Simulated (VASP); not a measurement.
# BaZrO3 (Pm-3m) in VASP: further runs

Aim: see how the results for BaZrO3 move with the level of theory and the settings. Levels: PBEsol, PBE. Tasks: single point.

Everything below comes from runs of VASP 6.6.1. Logs are shortened: lines on timing, memory, paths and dates and some standing lists are left out, and cuts for length are marked.

### Step 1. The cell of the first run

Symmetry: Pm-3m, No. 221, cubic system. The conventional cell has a = 4.219 Å, b = 4.219 Å, c = 4.219 Å, α = 90.00°, β = 90.00°, γ = 90.00°. Ba (site symmetry m-3m) has 12 O at 2.98 Å and 8 Zr at 3.65 Å within 3.9 Å. Zr (site symmetry m-3m) has 6 O at 2.11 Å within 2.8 Å. Within 2.8 Å of O (site symmetry 4/mmm) lie 2 Zr at 2.11 Å.

### Step 2. Single point, PBEsol (volume scaled by 1.02)

Input file INCAR:

```
SYSTEM = BaZrO3
PREC = Accurate
ENCUT = 520
EDIFF = 1E-6
ISMEAR = -1
SIGMA = 0.05
LREAL = .FALSE.
LASPH = .TRUE.
NELM = 60
ALGO = Normal
ISIF = 2
LWAVE = .FALSE.
LCHARG = .TRUE.
GGA = PS
LELF = .TRUE.
LVHAR = .TRUE.
NBANDS = 28
```

Input file KPOINTS:

```
regular mesh
0
G
  6 6 6
  0 0 0
```

Input file POSCAR:

```
BaZrO3
1.0
    4.2190980275      0.0000000000      0.0000000000
    0.0000000000      4.2190980275      0.0000000000
    0.0000000000      0.0000000000      4.2190980275
Ba Zr O
1 1 3
Direct
    0.0000000000      0.0000000000      0.0000000000
    0.5000000000      0.5000000000      0.5000000000
    0.5000000000      0.5000000000      0.0000000000
    0.5000000000      0.0000000000      0.5000000000
    0.0000000000      0.5000000000      0.5000000000
```

Potentials or basis: VASP PAW PBE potentials, release 64 (Ba_sv, Zr_sv, O).

The run is started by

```bash
$ cat potpaw_PBE.64/Ba_sv/POTCAR potpaw_PBE.64/Zr_sv/POTCAR potpaw_PBE.64/O/POTCAR > POTCAR
$ mpirun -np 1 vasp_std > vasp.out
```

OUTCAR:

```text
SYSTEM = BaZrO3
   PREC = Accurate
   ENCUT = 520
   EDIFF = 1E-6
   ISMEAR = -1
   LREAL = .FALSE.
   LASPH = .TRUE.
   NELM = 60
   ISIF = 2
   GGA = PS

 ion  position               nearest neighbor table
   1  0.000  0.000  0.000-   3 2.98   4 2.98   5 2.98   4 2.98   5 2.98   3 2.98   5 2.98   5 2.98
                             3 2.98   4 2.98   4 2.98   3 2.98   2 3.65   2 3.65   2 3.65   2 3.65
   2  0.500  0.500  0.500-   3 2.11   4 2.11   5 2.11   3 2.11   4 2.11   5 2.11   1 3.65   1 3.65
                             1 3.65   1 3.65   1 3.65   1 3.65   1 3.65   1 3.65
   3  0.500  0.500  0.000-   2 2.11   2 2.11   1 2.98   1 2.98   1 2.98   1 2.98
   4  0.500  0.000  0.500-   2 2.11   2 2.11   1 2.98   1 2.98   1 2.98   1 2.98
   5  0.000  0.500  0.500-   2 2.11   2 2.11   1 2.98   1 2.98   1 2.98   1 2.98

  LATTYP: Found a simple cubic cell.
 ALAT       =     4.2190980275

  Lattice vectors:

 A1 = (   4.2190980275,   0.0000000000,   0.0000000000)
 A2 = (   0.0000000000,   4.2190980275,   0.0000000000)
 A3 = (   0.0000000000,   0.0000000000,   4.2190980275)

Analysis of symmetry for initial positions (statically):
=====================================================================
 Subroutine PRICEL returns:
 Original cell was already a primitive cell.

 Routine SETGRP: Setting up the symmetry group for a
 simple cubic supercell.

 Subroutine GETGRP returns: Found 48 space group operations
[... 9 lines left out ...]

 Routine SETGRP: Setting up the symmetry group for a
 simple cubic supercell.

 Subroutine GETGRP returns: Found 48 space group operations
[... 11 lines left out ...]
                                     Primitive cell

  volume of cell :      75.1033

  direct lattice vectors                    reciprocal lattice vectors
     4.219098028  0.000000000  0.000000000     0.237017484  0.000000000  0.000000000
     0.000000000  4.219098028  0.000000000     0.000000000  0.237017484  0.000000000
     0.000000000  0.000000000  4.219098028     0.000000000  0.000000000  0.237017484

  length of vectors
     4.219098028  4.219098028  4.219098028     0.237017484  0.237017484  0.237017484

  position of ions in fractional coordinates (direct lattice)
     0.000000000  0.000000000  0.000000000
     0.500000000  0.500000000  0.500000000
     0.500000000  0.500000000  0.000000000
     0.500000000  0.000000000  0.500000000
     0.000000000  0.500000000  0.500000000

  ion indices of the primitive-cell ions
   primitive index   ion index
                 1           1
                 2           2
                 3           3
                 4           4
[... 67 lines left out ...]
   NELM   =     60;   NELMIN=  2; NELMDL= -5     # of ELM steps
   EDIFF  = 0.1E-05   stopping-criterion for ELM
   LREAL  =      F    real-space projection
   EDIFFG = 0.1E-04   stopping-criterion for IOM
   NSW    =      0    number of steps for IOM
   IBRION =     -1    ionic relax: 0-MD 1-quasi-New 2-CG
   NFREE  =      0    steps in history (QN), initial steepest desc. (CG)
   ISIF   =      2    stress and relaxation
   ISYM   =      2    0-nonsym 1-usesym 2-fastsym
   POTIM  = 0.5000    time-step for ionic-motion
   TEBEG  =    0.0;   TEEND  =   0.0 temperature during run
   PSTRESS=    0.0 pullay stress
   NELECT =      40.0000    total number of electrons
   NUPDOWN=      -1.0000    fix difference up-down
   EMIN   =  10.00;   EMAX   =-10.00  energy-range for DOS
   EFERMI =   0.00;   METHOD = LEGACY
   ISMEAR =    -1;   SIGMA  =   0.05  broadening in eV -4-tet -1-fermi 0-gaus
   EFERMI_NEDOS =   21; number of points for ismear=-14 and -15
   IALGO  =     38    algorithm
   IMIX   =      4    mixing-type and parameters
     AMIX     =   0.40;   BMIX     =  1.00
     AMIX_MAG =   1.60;   BMIX_MAG =  1.00
  volume/ion in A,a.u.               =      15.02       101.36
  Fermi-wavevector in a.u.,A,eV,Ry     =   1.327013  2.507691 23.959367  1.760964
  Thomas-Fermi vector in A             =   2.456357
   LORBIT       =      0    0 simple, 1 ext, 2 COOP (PROOUT), +10 PAW based schemes
   GGA     = PS    functional components
   LHFCALC =     F    Hartree Fock is set to
   AEXX    =    0.0000 exact exchange contribution
   IVDW    =     0    specifies the selected vdW correction
   LEPSILON=     F    determine dielectric tensor
   LRPA    =     F    only Hartree local field effects (RPA)
 non-spin polarized calculation
  energy-cutoff  :      520.00
  volume of cell :       75.10
 maximum number of plane-waves:      2048
 NGX is ok and might be reduce to    32
   NGX = 15   NGY = 15   NGZ = 15

 number of electron      39.9999989 magnetization

 Free energy of the ion-electron system (eV)
  ---------------------------------------------------
  ext. energy  EPLUGINS =         0.00000000
  ---------------------------------------------------
  free energy    TOTEN  =       -43.60940818 eV

  energy without entropy =      -43.60940818  energy(sigma->0) =      -43.60940818

 E-fermi :   4.5566     XC(G=0): -10.9217

 val. band max:        3.4937598660   @ k =   0.5000   0.5000   0.5000
 cond. band min:       6.5596396682   @ k =   0.0000   0.0000   0.0000
 fundamental gap:      3.0658798022
 Fermi energy:         4.5566317050

 k-point     1 :       0.0000    0.0000    0.0000
  band No.  band energies     occupation
      1     -43.5038      2.00000
      2     -21.8066      2.00000
      3     -21.6863      2.00000
      4     -21.6863      2.00000
      5     -21.6863      2.00000
      6     -12.7611      2.00000
[... 609 lines left out ...]
     27      12.5305      0.00000
     28      12.5305      0.00000

------------------------ aborting loop because EDIFF is reached ----------------------------------------

  FORCE on cell =-STRESS in cart. coord.  units (eV):
  Direction    XX          YY          ZZ          XY          YZ          ZX
  --------------------------------------------------------------------------------------
  -------------------------------------------------------------------------------------
  Total       -1.4869487     -1.4869487     -1.4869487      0.0000000     -0.0000000      0.0000000
  in kB      -31.7210628    -31.7210628    -31.7210628      0.0000000     -0.0000000      0.0000000
  external PRESSURE =     -31.7210628 kB  Pullay stress =       0.0000000 kB

 VOLUME and BASIS-vectors are now :
 -----------------------------------------------------------------------------
  energy-cutoff  :      520.00
  volume of cell :       75.10
      direct lattice vectors                 reciprocal lattice vectors
     4.219098028  0.000000000  0.000000000     0.237017484  0.000000000  0.000000000
     0.000000000  4.219098028  0.000000000     0.000000000  0.237017484  0.000000000
     0.000000000  0.000000000  4.219098028     0.000000000  0.000000000  0.237017484

 POSITION                                       TOTAL-FORCE (eV/Angst)
 -----------------------------------------------------------------------------------
      0.00000      0.00000      0.00000         0.000000      0.000000      0.000000
      2.10955      2.10955      2.10955         0.000000      0.000000      0.000000
      2.10955      2.10955      0.00000         0.000000      0.000000      0.000000
      2.10955      0.00000      2.10955         0.000000      0.000000      0.000000
      0.00000      2.10955      2.10955         0.000000      0.000000      0.000000
 -----------------------------------------------------------------------------------
    total drift:                                0.000000     -0.000000     -0.000000

  FREE ENERGIE OF THE ION-ELECTRON SYSTEM (eV)
  ---------------------------------------------------
  free  energy   TOTEN  =       -43.6094081782 eV

  energy  without entropy=      -43.6094081781  energy(sigma->0) =      -43.60940818
```

OSZICAR:

```text
N       E                     dE             d eps       ncg     rms          rms(c)
DAV:   1     0.299191449885E+03    0.29919E+03   -0.21958E+04  1120   0.140E+03
DAV:   2    -0.300535995789E+02   -0.32925E+03   -0.31978E+03  1392   0.345E+02
DAV:   3    -0.499972715601E+02   -0.19944E+02   -0.19871E+02  1772   0.799E+01
DAV:   4    -0.505313819792E+02   -0.53411E+00   -0.53352E+00  1532   0.105E+01
DAV:   5    -0.505423643771E+02   -0.10982E-01   -0.10981E-01  1580   0.119E+00    0.280E+01
DAV:   6    -0.438210288074E+02    0.67213E+01   -0.34472E+01  1336   0.358E+01    0.128E+01
DAV:   7    -0.436552905623E+02    0.16574E+00   -0.26258E+00  1576   0.886E+00    0.767E+00
DAV:   8    -0.436134531883E+02    0.41837E-01   -0.35575E-01  1336   0.423E+00    0.690E-01
DAV:   9    -0.436091935176E+02    0.42597E-02   -0.56098E-02  1536   0.131E+00    0.537E-01
DAV:  10    -0.436097934654E+02   -0.59995E-03   -0.15266E-02  1512   0.972E-01    0.251E-01
DAV:  11    -0.436093865084E+02    0.40696E-03   -0.20960E-03  1364   0.375E-01    0.329E-02
DAV:  12    -0.436094136878E+02   -0.27179E-04   -0.14728E-04  1424   0.806E-02    0.432E-02
DAV:  13    -0.436094080885E+02    0.55993E-05   -0.20456E-05  1524   0.326E-02    0.401E-03
DAV:  14    -0.436094081782E+02   -0.89668E-07   -0.18787E-06  1068   0.102E-02
   1 F= -.43609408E+02 E0= -.43609408E+02  d E =-.661785E-10
```

Wall time 53 s (1 thread of Intel Xeon 8259CL, shared host); peak memory 0.2 GiB.

What came out:

- Free energy: -43.6094 eV
- Pressure: -3.2 GPa
- Band gap on the k mesh: 3.07 eV, indirect (least direct gap 3.31 eV)

Levels at points of the mesh, in eV from the valence-band top:
| k point | band 16 | band 17 | band 18 | band 19 | band 20 | band 21 | band 22 | band 23 | band 24 | band 25 |
| --- | --- | --- | --- | --- | --- | --- | --- | --- | --- | --- |
| (0.00, 0.00, 0.00) | -0.97 | -0.97 | -0.24 | -0.24 | -0.24 | 3.07 | 3.07 | 3.07 | 4.52 | 4.52 |
| (0.50, 0.00, 0.00) | -1.73 | -1.73 | -1.67 | -0.48 | -0.48 | 3.50 | 5.56 | 5.56 | 6.29 | 6.50 |
| (0.50, 0.50, 0.00) | -2.39 | -0.94 | -0.94 | -0.84 | -0.08 | 5.53 | 5.53 | 6.31 | 6.33 | 7.52 |
| (0.50, 0.50, 0.50) | -2.55 | -2.55 | 0.00 | 0.00 | 0.00 | 5.83 | 5.83 | 5.83 | 6.83 | 6.83 |

Caveat: the cell differs from its parent crystal (volume scaled by 1.02); the PAW data sets were made with another functional, which shifts forces and pressure a little; spin-orbit coupling is left out, which moves the levels of the heavy elements. A k mesh can miss the band edges.

### Step 3. Single point, PBE

This run uses another cell than the first one, of 14.14 Å³/atom, 0.941 times its volume.

Input file INCAR:

```
PREC     = Accurate       # precision mode
ENCUT    = 910            # plane-wave cutoff, eV
EDIFF    = 1E-6           # SCF threshold, eV
ISMEAR   = -1             # smearing method
SIGMA    = 0.05           # smearing width, eV
LREAL    = F              # projectors in reciprocal space
LASPH    = T              # aspherical terms in the spheres
NELM     = 120            # most SCF steps
ALGO     = Normal         # electronic algorithm
ISIF     = 2              # what is computed and relaxed
LWAVE    = F              # write WAVECAR
LCHARG   = T              # write CHGCAR
GGA      = PE             # functional
LELF     = T              # ELF
LVHAR    = T            
NBANDS   = 28             # bands
GGA_COMPAT= F
```

Input file KPOINTS:

```
regular mesh
0
Gamma
  6 6 6
```

Edit POSCAR of step 2 so:

```diff
@@ -2,5 +2,5 @@
 1.0
-    4.2190980275      0.0000000000      0.0000000000
-    0.0000000000      4.2190980275      0.0000000000
-    0.0000000000      0.0000000000      4.2190980275
+    4.1346933262      0.0000000000      0.0000000000
+    0.0000000000      4.1346933262      0.0000000000
+    0.0000000000      0.0000000000      4.1346933262
 Ba Zr O
```

Potentials or basis: VASP PAW PBE potentials, release 64 (Ba_sv, Zr_sv, O_h).

The run is started by

```bash
$ cat potpaw_PBE.64/Ba_sv/POTCAR potpaw_PBE.64/Zr_sv/POTCAR potpaw_PBE.64/O_h/POTCAR > POTCAR
$ mpirun -np 1 vasp_std > vasp.out
```

OUTCAR:

```text
PREC = Accurate
   ENCUT = 910
   EDIFF = 1E-6
   ISMEAR = -1
   LREAL = F
   LASPH = T
   NELM = 120
   ISIF = 2
   GGA = PE

 ion  position               nearest neighbor table
   1  0.000  0.000  0.000-   3 2.92   4 2.92   5 2.92   4 2.92   5 2.92   3 2.92   5 2.92   5 2.92
                             3 2.92   4 2.92   4 2.92   3 2.92   2 3.58   2 3.58   2 3.58   2 3.58
   2  0.500  0.500  0.500-   3 2.07   4 2.07   5 2.07   3 2.07   4 2.07   5 2.07   1 3.58   1 3.58
                             1 3.58   1 3.58   1 3.58   1 3.58   1 3.58   1 3.58
   3  0.500  0.500  0.000-   2 2.07   2 2.07   1 2.92   1 2.92   1 2.92   1 2.92
   4  0.500  0.000  0.500-   2 2.07   2 2.07   1 2.92   1 2.92   1 2.92   1 2.92
   5  0.000  0.500  0.500-   2 2.07   2 2.07   1 2.92   1 2.92   1 2.92   1 2.92

  LATTYP: Found a simple cubic cell.
 ALAT       =     4.1346933262

  Lattice vectors:

 A1 = (   4.1346933262,   0.0000000000,   0.0000000000)
 A2 = (   0.0000000000,   4.1346933262,   0.0000000000)
 A3 = (   0.0000000000,   0.0000000000,   4.1346933262)

Analysis of symmetry for initial positions (statically):
=====================================================================
 Subroutine PRICEL returns:
 Original cell was already a primitive cell.
[... 175 lines left out ...]
 fundamental gap:      3.2809925663
 Fermi energy:         5.4500214561

 k-point     1 :       0.0000    0.0000    0.0000
  band No.  band energies     occupation
      1     -42.3510      2.00000
      2     -20.7814      2.00000
      3     -20.5716      2.00000
      4     -20.5716      2.00000
      5     -20.5716      2.00000
      6     -12.0260      2.00000
[... 609 lines left out ...]
     27      13.8286      0.00000
     28      13.8286      0.00000

------------------------ aborting loop because EDIFF is reached ----------------------------------------

  FORCE on cell =-STRESS in cart. coord.  units (eV):
  Direction    XX          YY          ZZ          XY          YZ          ZX
  --------------------------------------------------------------------------------------
  -------------------------------------------------------------------------------------
  Total        5.5042500      5.5042500      5.5042500      0.0000000      0.0000000      0.0000000
  in kB      124.7609937    124.7609937    124.7609937      0.0000000      0.0000000      0.0000000
  external PRESSURE =     124.7609937 kB  Pullay stress =       0.0000000 kB

 VOLUME and BASIS-vectors are now :
 -----------------------------------------------------------------------------
  energy-cutoff  :      910.00
  volume of cell :       70.69
      direct lattice vectors                 reciprocal lattice vectors
     4.134693326  0.000000000  0.000000000     0.241855906  0.000000000  0.000000000
     0.000000000  4.134693326  0.000000000     0.000000000  0.241855906  0.000000000
     0.000000000  0.000000000  4.134693326     0.000000000  0.000000000  0.241855906

 POSITION                                       TOTAL-FORCE (eV/Angst)
 -----------------------------------------------------------------------------------
      0.00000      0.00000      0.00000         0.000000      0.000000      0.000000
      2.06735      2.06735      2.06735         0.000000      0.000000      0.000000
      2.06735      2.06735      0.00000         0.000000      0.000000      0.000000
      2.06735      0.00000      2.06735         0.000000      0.000000      0.000000
      0.00000      2.06735      2.06735         0.000000      0.000000      0.000000
 -----------------------------------------------------------------------------------
    total drift:                                0.000000     -0.000000     -0.000000

  FREE ENERGIE OF THE ION-ELECTRON SYSTEM (eV)
  ---------------------------------------------------
  free  energy   TOTEN  =       -41.5451548744 eV

  energy  without entropy=      -41.5451548743  energy(sigma->0) =      -41.54515487
```

stdout:

```text
POSCAR found type information on POSCAR BaZrO
 POSCAR found :  3 types and       5 ions
 scaLAPACK will be used
 LDA part: xc-table for (Slater+PW92), standard interpolation
 POSCAR, INCAR and KPOINTS ok, starting setup
 FFT: planning ... GRIDC
 FFT: planning ... GRID_SOFT
 FFT: planning ... GRID
 WAVECAR not read
 entering main loop
```

It took 62 s on 1 thread of Intel Xeon Platinum 8559C (Emerald Rapids), shared host; peak memory 0.31 GiB.

What came out:

| Item | Value |
| --- | --- |
| Free energy | -41.5452 eV |
| Pressure | 12.5 GPa |
| Band gap on the k mesh | 3.28 eV, indirect (least direct gap 3.45 eV) |

Levels at points of the mesh, in eV from the valence-band top:
```csv
k point,band 17,band 18,band 19,band 20,band 21,band 22,band 23,band 24
"(0.00, 0.00, 0.00)",-1.04,-0.17,-0.17,-0.17,3.28,3.28,3.28,4.71
"(0.50, 0.00, 0.00)",-1.79,-1.79,-0.38,-0.38,3.77,5.99,5.99,6.59
"(0.50, 0.50, 0.00)",-0.92,-0.92,-0.67,-0.08,5.95,5.95,6.70,6.75
"(0.50, 0.50, 0.50)",-2.56,0.00,0.00,0.00,6.15,6.15,6.15,7.37
```

Caveat: the cutoff is under 1.25 times the usual one of these potentials, so pressure, stress and relaxed cells hold a basis-set (Pulay) error; spin-orbit coupling is left out, which moves the levels of the heavy elements. As with any semilocal functional, this PBE gap is likely too small.

### Step 4. Single point, PBEsol

This run uses another cell than the first one, of 12.75 Å³/atom, 0.849 times its volume.

Input file INCAR:

```
SYSTEM = BaZrO3
PREC = Accurate
ENCUT = 520
EDIFF = 1E-6
ISMEAR = -1
SIGMA = 0.05
LREAL = .FALSE.
LASPH = .TRUE.
NELM = 100
ALGO = Normal
ISIF = 2
LWAVE = .FALSE.
LCHARG = .FALSE.
GGA = PS
NBANDS = 28
```

Input file KPOINTS:

```
regular mesh
0
G
  6 6 6
  0 0 0
```

Edit POSCAR of step 3 so:

```diff
@@ -2,5 +2,5 @@
 1.0
-    4.1346933262      0.0000000000      0.0000000000
-    0.0000000000      4.1346933262      0.0000000000
-    0.0000000000      0.0000000000      4.1346933262
+    3.9949379476      0.0000000000      0.0000000000
+    0.0000000000      3.9949379476      0.0000000000
+    0.0000000000      0.0000000000      3.9949379476
 Ba Zr O
```

Potentials or basis: VASP PAW PBE potentials, release 64 (Ba_sv, Zr_sv, O).

The run is started by

```bash
$ cat potpaw_PBE.64/Ba_sv/POTCAR potpaw_PBE.64/Zr_sv/POTCAR potpaw_PBE.64/O/POTCAR > POTCAR
$ mpirun -np 1 vasp_std > vasp.out
```

Wall time 17 s (1 thread of Intel Xeon 6975P-C (Granite Rapids), shared host); peak memory 0.19 GiB.

The run converged. Its results:

```yaml
Free_energy: -42.7477 eV
Pressure: 32.1 GPa
Band_gap_on_the_k_mesh: 3.33 eV, direct
```

Levels at points of the mesh, in eV from the valence-band top:
```
           k point  band 18  band 19  band 20  band 21  band 22  band 23
(0.00, 0.00, 0.00)     0.00     0.00     0.00     3.33     3.33     3.33
(0.50, 0.00, 0.00)    -1.98    -0.15    -0.15     3.94     6.63     6.63
(0.50, 0.50, 0.00)    -0.91    -0.35    -0.13     6.57     6.57     7.15
(0.50, 0.50, 0.50)    -0.03    -0.03    -0.03     6.45     6.45     6.45
```

Caveat: the PAW data sets were made with another functional, which shifts forces and pressure a little; spin-orbit coupling is left out, which moves the levels of the heavy elements. A k mesh can miss the band edges.

(Part 1 of 2 ends here.)
